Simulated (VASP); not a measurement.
Set up this calculation in VASP 6.6.1, as the native input.

- Task: single point
- Functional: PBE
- Potentials or basis: VASP PAW PBE potentials, release 64 (Sm)
- Cutoff: 520 eV
- k mesh: 8 × 8 × 5
- Occupations: fermi-dirac, width 0.05 eV
- Spin: collinear spin, ferromagnetic start
- Starting moments: [5.0, 5.0] μB
- Dipole correction: no
- Further INCAR settings: ALGO = Normal; EDIFF = 1e-07; NBANDS = 27

The structure of Sm lies in POSCAR:

```
Sm
1.0
    3.6440000000      0.0000000000      0.0000000000
   -1.8220000000      3.1557965714      0.0000000000
    0.0000000000      0.0000000000      5.8760000000
Sm
2
Direct
    0.6666666667      0.3333333333      0.7500000000
    0.3333333333      0.6666666667      0.2500000000
```

These files were run (other wordings do the same):

INCAR

```
ALGO = Normal
EDIFF = 1E-7
ENCUT = 520
GGA = PE
ISIF = 2
ISMEAR = -1
ISPIN = 2
LASPH = T
LCHARG = F
LMAXMIX = 6
LORBIT = 11
LREAL = F
LWAVE = F
MAGMOM = 5 5
NBANDS = 27
NELM = 150
PREC = Accurate
SIGMA = 0.05
```

KPOINTS

```
k-points
0
Gamma
  8 8 5
```

Potentials or basis: VASP PAW PBE potentials, release 64 (Sm).

The run is started by

```sh
$ cat potpaw_PBE.64/Sm/POTCAR > POTCAR
$ mpirun -np 1 vasp_std > vasp.out
```

It gave:

The pressure is 2.6 GPa, the net moment is 12.97 μB per cell and the site moments are Sm +5.68 μB. The valence electrons inside the program's atomic spheres are Sm 13.66.

Caveat: the magnetic or orbital state may not be the lowest.

Run time: 3.3 min on 1 thread of AMD EPYC 9R45 96-Core Processor (Zen 5), on a shared host, peak memory 0.24 GiB.
